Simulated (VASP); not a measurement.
# MgB (P-3m1) in VASP: a series of runs

Runs on MgB. Level: PBE. Tasks: single point, relaxation of cell and atoms.

Program: VASP 6.6.1. These are calculated values, not measurements. Logs are shortened: lines on timing, memory, paths and dates and some standing lists are left out, and cuts for length are marked.

## 1. The cell of the first run

It takes space group P-3m1 (No. 164, trigonal). The conventional cell has a = 3.048 Å, b = 3.048 Å, c = 6.873 Å, α = 90.00°, β = 90.00°, γ = 120.00°. Mg (site symmetry 3m) has 4 B at 2.26 to 2.62 Å within 3.0 Å. Within 2.4 Å of B (site symmetry 3m) lie 3 B at 1.79 Å and 1 Mg at 2.26 Å.

## 2. Single point, PBE

Input file INCAR:

```
  PREC = Accurate
  ENCUT = 600
  EDIFF = 1E-6
  ISMEAR = 0
  SIGMA = 0.1
  LREAL = False
  LASPH = True
  NELM = 120
  ALGO = Normal
  ISIF = 2
  LWAVE = False
  LCHARG = False
  GGA = PE
  NBANDS = 13
  GGA_COMPAT = False
```

Input file KPOINTS:

```
Automatic mesh
0
Gamma
  6 6 2
```

Input file POSCAR:

```
MgB
1.0
    3.0475171005      0.0000000000      0.0000000000
   -1.5237585503      2.6392272275      0.0000000000
    0.0000000000      0.0000000000      6.8727743118
Mg B
2 2
Direct
    0.3333333333      0.6666666667      0.6941685001
    0.6666666667      0.3333333333      0.3058314999
    0.6666666667      0.3333333333      0.9772443928
    0.3333333333      0.6666666667      0.0227556072
```

Potentials or basis: VASP PAW PBE potentials, release 64 (Mg, B).

Launch:

```
$ cat potpaw_PBE.64/Mg/POTCAR potpaw_PBE.64/B/POTCAR > POTCAR
$ mpirun -np 1 vasp_std > vasp.out
```

OUTCAR:

```text
PREC = Accurate
   ENCUT = 600
   EDIFF = 1E-6
   ISMEAR = 0
   LREAL = False
   LASPH = True
   NELM = 120
   ISIF = 2
   GGA = PE

 ion  position               nearest neighbor table
   1  0.333  0.667  0.694-   4 2.26   3 2.62   3 2.62   3 2.62   2 3.20   2 3.20   2 3.20
   2  0.667  0.333  0.306-   3 2.26   4 2.62   4 2.62   4 2.62   1 3.20   1 3.20   1 3.20
   3  0.667  0.333  0.977-   4 1.79   4 1.79   4 1.79   2 2.26   1 2.62   1 2.62   1 2.62
   4  0.333  0.667  0.023-   3 1.79   3 1.79   3 1.79   1 2.26   2 2.62   2 2.62   2 2.62

  LATTYP: Found a hexagonal cell.
 ALAT       =     3.0475171005
 C/A-ratio  =     2.2552045108

  Lattice vectors:

 A1 = (   3.0475171005,   0.0000000000,   0.0000000000)
 A2 = (  -1.5237585503,   2.6392272275,   0.0000000000)
 A3 = (   0.0000000000,   0.0000000000,   6.8727743118)

Analysis of symmetry for initial positions (statically):
=====================================================================
 Subroutine PRICEL returns:
 Original cell was already a primitive cell.

 Routine SETGRP: Setting up the symmetry group for a
 hexagonal supercell.

 Subroutine GETGRP returns: Found 12 space group operations
 (whereof 12 operations were pure point group operations)
 out of a pool of 24 trial point group operations.

The static configuration has the point symmetry D_3d.

Analysis of symmetry for dynamics (positions and initial velocities):
=====================================================================
 Subroutine PRICEL returns:
 Original cell was already a primitive cell.

 Routine SETGRP: Setting up the symmetry group for a
 hexagonal supercell.

 Subroutine GETGRP returns: Found 12 space group operations
 (whereof 12 operations were pure point group operations)
 out of a pool of 24 trial point group operations.

The dynamic configuration has the point symmetry D_3d.

 Subroutine INISYM returns: Found 12 space group operations
 (whereof 12 operations are pure point group operations),
 and found     1 'primitive' translations

----------------------------------------------------------------------------------------

                                     Primitive cell

  volume of cell :      55.2783

  direct lattice vectors                    reciprocal lattice vectors
     3.047517100  0.000000000  0.000000000     0.328135977  0.189449394  0.000000000
    -1.523758550  2.639227228  0.000000000     0.000000000  0.378898789  0.000000000
     0.000000000  0.000000000  6.872774312     0.000000000  0.000000000  0.145501650

  length of vectors
     3.047517100  3.047517101  6.872774312     0.378898789  0.378898789  0.145501650

  position of ions in fractional coordinates (direct lattice)
     0.333333333  0.666666667  0.694168500
     0.666666667  0.333333333  0.305831500
     0.666666667  0.333333333  0.977244393
     0.333333333  0.666666667  0.022755607

  ion indices of the primitive-cell ions
   primitive index   ion index
                 1           1
                 2           2
                 3           3
                 4           4

----------------------------------------------------------------------------------------

 KPOINTS: Automatic mesh

Automatic generation of k-mesh.
 Grid dimensions read from file:
 generate k-points for:    6    6    2

 Generating k-lattice:

  Cartesian coordinates                     Fractional coordinates (reciprocal lattice)
     0.054689329  0.031574899  0.000000000     0.166666667 -0.000000000  0.000000000
     0.000000000  0.063149798  0.000000000     0.000000000  0.166666667  0.000000000
     0.000000000  0.000000000  0.072750825     0.000000000  0.000000000  0.500000000

  Length of vectors
     0.063149798  0.063149798  0.072750825

  Shift w.r.t. Gamma in fractional coordinates (k-lattice)
     0.000000000  0.000000000  0.000000000

 Subroutine IBZKPT returns following result:
 ===========================================

 Found     14 irreducible k-points:

 Following reciprocal coordinates:
            Coordinates               Weight
  0.000000  0.000000  0.000000      1.000000
  0.166667  0.000000  0.000000      6.000000
  0.333333  0.000000  0.000000      6.000000
  0.500000  0.000000  0.000000      3.000000
  0.166667  0.166667  0.000000      6.000000
  0.333333  0.166667  0.000000     12.000000
  0.333333  0.333333  0.000000      2.000000
  0.000000  0.000000  0.500000      1.000000
  0.166667  0.000000  0.500000      6.000000
  0.333333  0.000000  0.500000      6.000000
  0.500000  0.000000  0.500000      3.000000
  0.166667  0.166667  0.500000      6.000000
  0.333333  0.166667  0.500000     12.000000
  0.333333  0.333333  0.500000      2.000000
   k-points           NKPTS =     14   k-points in BZ     NKDIM =     14   number of bands    NBANDS=     13
   number of dos      NEDOS =    301   number of ions     NIONS =      4
   total plane-waves  NPLWV =  32256
   dimension x,y,z NGX =    24 NGY =   24 NGZ =   56
   dimension x,y,z NGXF=    48 NGYF=   48 NGZF=  112
   ions per type =               2   2
   NGX,Y,Z   is equivalent  to a cutoff of  13.09, 13.09, 13.55 a.u.
   NGXF,Y,Z  is equivalent  to a cutoff of  26.18, 26.18, 27.09 a.u.
 SYSTEM =  unknown system
   PREC   = accura    normal or accurate (medium, high low for compatibility)
   ISTART =      0    job   : 0-new  1-cont  2-samecut
   ICHARG =      2    charge: 1-file 2-atom 10-const
   ISPIN  =      1    spin polarized calculation?
   LNONCOLLINEAR =      F non collinear calculations
   LSORBIT =      F    spin-orbit coupling
   LASPH  =      T    aspherical Exc in radial PAW
   ENCUT  =  600.0 eV  44.10 Ry    6.64 a.u.   6.09  6.09 13.73*2*pi/ulx,y,z
   NELM   =    120;   NELMIN=  2; NELMDL= -5     # of ELM steps
   EDIFF  = 0.1E-05   stopping-criterion for ELM
   LREAL  =      F    real-space projection
   EDIFFG = 0.1E-04   stopping-criterion for IOM
   NSW    =      0    number of steps for IOM
   IBRION =     -1    ionic relax: 0-MD 1-quasi-New 2-CG
   NFREE  =      0    steps in history (QN), initial steepest desc. (CG)
   ISIF   =      2    stress and relaxation
   ISYM   =      2    0-nonsym 1-usesym 2-fastsym
   POTIM  = 0.5000    time-step for ionic-motion
   TEBEG  =    0.0;   TEEND  =   0.0 temperature during run
   PSTRESS=    0.0 pullay stress
   NELECT =      10.0000    total number of electrons
   NUPDOWN=      -1.0000    fix difference up-down
   EMIN   =  10.00;   EMAX   =-10.00  energy-range for DOS
   EFERMI =   0.00;   METHOD = LEGACY
   ISMEAR =     0;   SIGMA  =   0.10  broadening in eV -4-tet -1-fermi 0-gaus
   EFERMI_NEDOS =   21; number of points for ismear=-14 and -15
   IALGO  =     38    algorithm
   IMIX   =      4    mixing-type and parameters
     AMIX     =   0.40;   BMIX     =  1.00
     AMIX_MAG =   1.60;   BMIX_MAG =  1.00
  volume/ion in A,a.u.               =      13.82        93.26
  Fermi-wavevector in a.u.,A,eV,Ry     =   0.925884  1.749667 11.663742  0.857261
  Thomas-Fermi vector in A             =   2.051786
   LORBIT       =      0    0 simple, 1 ext, 2 COOP (PROOUT), +10 PAW based schemes
   GGA     = PE    functional components
   LHFCALC =     F    Hartree Fock is set to
   AEXX    =    0.0000 exact exchange contribution
   IVDW    =     0    specifies the selected vdW correction
   LEPSILON=     F    determine dielectric tensor
   LRPA    =     F    only Hartree local field effects (RPA)
 non-spin polarized calculation
 Gauss-broadening in eV      SIGMA  =   0.10
  energy-cutoff  :      600.00
  volume of cell :       55.28
 maximum number of plane-waves:      1884
   NGX = 13   NGY = 13   NGZ = 27

 number of electron      10.0000000 magnetization

 Free energy of the ion-electron system (eV)
  ---------------------------------------------------
  ext. energy  EPLUGINS =         0.00000000
  ---------------------------------------------------
  free energy    TOTEN  =       -15.53139541 eV

  energy without entropy =      -15.53067887  energy(sigma->0) =      -15.53103714

 E-fermi :   3.5632     XC(G=0):  -9.6493

 val. band max:        3.4027511455   @ k =   0.1667   0.1667   0.5000
 cond. band min:       3.7237106549   @ k =   0.3333   0.0000   0.5000
 fundamental gap:      0.3209595093
 Fermi energy:         3.5632212395

 k-point     1 :       0.0000    0.0000    0.0000
  band No.  band energies     occupation
      1      -7.6504      2.00000
      2      -2.4666      2.00000
      3      -1.9990      2.00000
      4       4.8645      0.00000
      5       4.8645      0.00000
      6       5.0799      0.00000
      7       6.7426      0.00000
      8      11.4354      0.00000
      9      11.4354      0.00000
     10      13.0798      0.00000
     11      13.4678      0.00000
     12      17.0121      0.00000
     13      17.0260      0.00000

 k-point     2 :       0.1667    0.0000    0.0000
  band No.  band energies     occupation
      1      -7.1761      2.00000
      2      -1.9146      2.00000
      3      -1.4280      2.00000
      4       2.9178      2.00000
      5       4.0291      0.00000
      6       5.6081      0.00000
      7       7.0334      0.00000
      8      10.3391      0.00000
      9      11.8008      0.00000
     10      11.9642      0.00000
     11      12.9601      0.00000
     12      14.4634      0.00000
     13      14.6276      0.00000
[... 161 lines left out ...]
 k-point    13 :       0.3333    0.1667    0.5000
  band No.  band energies     occupation
      1      -4.4244      2.00000
      2      -1.6800      2.00000
      3       0.4056      2.00000
      4       1.0228      2.00000
      5       3.2316      2.00000
      6       4.1002      0.00000
      7       5.8989      0.00000
      8       6.8318      0.00000
      9       8.0959      0.00000
     10       9.8243      0.00000
     11      11.3470      0.00000
     12      11.5893      0.00000
     13      13.7439      0.00000

 k-point    14 :       0.3333    0.3333    0.5000
  band No.  band energies     occupation
      1      -2.6296      2.00000
      2      -2.6296      2.00000
      3      -0.8229      2.00000
      4       2.6447      2.00000
      5       2.6447      2.00000
      6       3.8837      0.00001
      7       6.2227      0.00000
      8       6.2227      0.00000
      9       7.6450      0.00000
     10       9.6258      0.00000
     11       9.6932      0.00000
     12       9.6932      0.00000
     13      16.0437      0.00000

------------------------ aborting loop because EDIFF is reached ----------------------------------------

  FORCE on cell =-STRESS in cart. coord.  units (eV):
  Direction    XX          YY          ZZ          XY          YZ          ZX
  --------------------------------------------------------------------------------------
  -------------------------------------------------------------------------------------
  Total       -0.0130803     -0.0130803     -0.0258196      0.0000000      0.0000000      0.0000000
  in kB       -0.3791178     -0.3791178     -0.7483511      0.0000000      0.0000000      0.0000000
  external PRESSURE =      -0.5021956 kB  Pullay stress =       0.0000000 kB

 VOLUME and BASIS-vectors are now :
 -----------------------------------------------------------------------------
  energy-cutoff  :      600.00
  volume of cell :       55.28
      direct lattice vectors                 reciprocal lattice vectors
     3.047517100  0.000000000  0.000000000     0.328135977  0.189449394  0.000000000
    -1.523758550  2.639227228  0.000000000     0.000000000  0.378898789  0.000000000
     0.000000000  0.000000000  6.872774312     0.000000000  0.000000000  0.145501650

 POSITION                                       TOTAL-FORCE (eV/Angst)
 -----------------------------------------------------------------------------------
     -0.00000      1.75948      4.77086        -0.000000      0.000000      0.005245
      1.52376      0.87974      2.10191         0.000000     -0.000000     -0.005245
      1.52376      0.87974      6.71638        -0.000000      0.000000     -0.003175
     -0.00000      1.75948      0.15639         0.000000      0.000000      0.003175
 -----------------------------------------------------------------------------------
    total drift:                                0.000000      0.000000      0.000000

  FREE ENERGIE OF THE ION-ELECTRON SYSTEM (eV)
  ---------------------------------------------------
  free  energy   TOTEN  =       -15.5313954114 eV

  energy  without entropy=      -15.5306788678  energy(sigma->0) =      -15.53103714
```

It took 11 s on 1 thread of AMD EPYC 9R45 (Zen 5), shared host; peak memory 0.14 GiB.

Results:

```
Free energy            : -15.5314 eV
Pressure               : -0.1 GPa
Largest force          : 0.005 eV/Å
Band gap on the k mesh : zero (band 5 reaches 4.86 eV, above the bottom of band 6 at 3.14 eV)
```

Forces on the atoms (eV/Å):
```
Mg   0.000  0.000  0.005
Mg   0.000  0.000 -0.005
B    0.000  0.000 -0.003
B    0.000  0.000  0.003
```

Caveat: the k points lie up to 0.46 Å⁻¹ apart.

(Part 1 of 2 ends here.)
